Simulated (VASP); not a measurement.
A run of VASP 6.6.1 is set up as follows.

INCAR

```
SYSTEM = C
  PREC = Accurate
  ENCUT = 520
  EDIFF = 1E-6
  ISMEAR = 0
  SIGMA = 0.05
  LREAL = .False.
  LASPH = .True.
  NELM = 80
  ALGO = Normal
  ISIF = 2
  LWAVE = .False.
  LCHARG = .False.
  GGA = PE
  NBANDS = 31
```

KPOINTS

```
Automatic mesh
0
Gamma
  10 10 3
  0 0 0
```

File POSCAR:

```
C
1.0
   -2.5194924611      0.0000000000      0.0000000000
   -1.2597462306     -2.1819444760      0.0000000000
    0.0000000000      0.7273148253     10.3668212017
C
10
Direct
   -0.4122625902      0.0248251803      0.8741755410
    0.6125625902      0.9751748197      0.7252244590
    0.0458090583      0.1086818835      0.1257456505
    0.6544909418      0.8913181165      0.4736543495
    0.0209667672      0.1583664656      0.2747993967
    0.6793332328      0.8416335344      0.3246006033
   -0.0872794704      0.3748589408      0.9242768224
    0.2875794704      0.6251410592      0.6751231776
    0.3874901189      0.4253197623      0.0756592868
    0.3128098811      0.5746802377      0.5237407132
```

Potentials or basis: VASP PAW PBE potentials, release 64 (C).

Launch:

```console
$ cat potpaw_PBE.64/C/POTCAR > POTCAR
$ mpirun -np 1 vasp_std > vasp.out
```

Q: What does it give for the pressure?

A: 4.8 GPa.

Q: Estimate the largest force.

A: 3.353 eV/Å.

Q: What does it give for the band gap on the k mesh?

A: Zero (bands 20 and 21 overlap by 0.53 eV).

Forces in eV/Å, atoms in the order of the input:
```
C    0.000  0.654  0.039
C    0.000  0.353 -0.612
C    0.000  0.670 -0.058
C    0.000  0.020  0.154
C    0.000  0.370  0.633
C    0.000 -0.015 -0.181
C    0.000 -1.037 -3.179
C    0.000  0.008  0.163
C    0.000 -1.022  3.193
C    0.000  0.001 -0.152
```

Caveat: the cell stands under pressure; forces of over 1 eV/Å act on the atoms, so gaps and moduli don't describe the material at rest.
